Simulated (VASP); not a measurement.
Input of a VASP 6.6.1 run:

Contents of INCAR:

```
SYSTEM = SnO3
  PREC = Accurate
  ENCUT = 1340
  EDIFF = 1E-6
  ISMEAR = 0
  SIGMA = 0.1
  LREAL = .FALSE.
  LASPH = .TRUE.
  NELM = 120
  ALGO = Normal
  ISIF = 2
  LWAVE = .FALSE.
  LCHARG = .FALSE.
  GGA = PE
  NBANDS = 42
  GGA_COMPAT = .FALSE.
```

KPOINTS

```
Automatic mesh
0
G
  4 4 4
  0 0 0
```

Contents of POSCAR:

```
SnO3
1.0
    4.9128232100      0.0000000000      0.0000000000
    0.0000000000      4.9128232100      0.0000000000
    0.0000000000      0.0000000000      4.9128232100
Sn O
2 6
Direct
    0.5000000000      0.5000000000      0.5000000000
    0.0000000000      0.0000000000      0.0000000000
    0.1892524700      0.5000000000      0.5000000000
    0.8107475300      0.5000000000      0.5000000000
    0.5000000000      0.1892524700      0.5000000000
    0.5000000000      0.8107475300      0.5000000000
    0.5000000000      0.5000000000      0.1892524700
    0.5000000000      0.5000000000      0.8107475300
```

Potentials or basis: VASP PAW PBE potentials, release 64 (Sn_d, O_h).

Launch:

```bash
$ cat potpaw_PBE.64/Sn_d/POTCAR potpaw_PBE.64/O_h/POTCAR > POTCAR
$ mpirun -np 1 vasp_std > vasp.out
```

Question: Predict the largest force.

Answer: 24.412 eV/Å.

Question: Predict the pressure.

Answer: 111.0 GPa.

Forces in eV/Å, atoms in the order of the input:
```
Sn    0.000   0.000   0.000
Sn    0.000   0.000   0.000
O   -24.412   0.000   0.000
O    24.412   0.000   0.000
O     0.000 -24.412   0.000
O     0.000  24.412   0.000
O     0.000   0.000 -24.412
O     0.000   0.000  24.412
```

Caveat: the cell stands under pressure; forces of over 1 eV/Å act on the atoms, so gaps and moduli don't describe the material at rest.
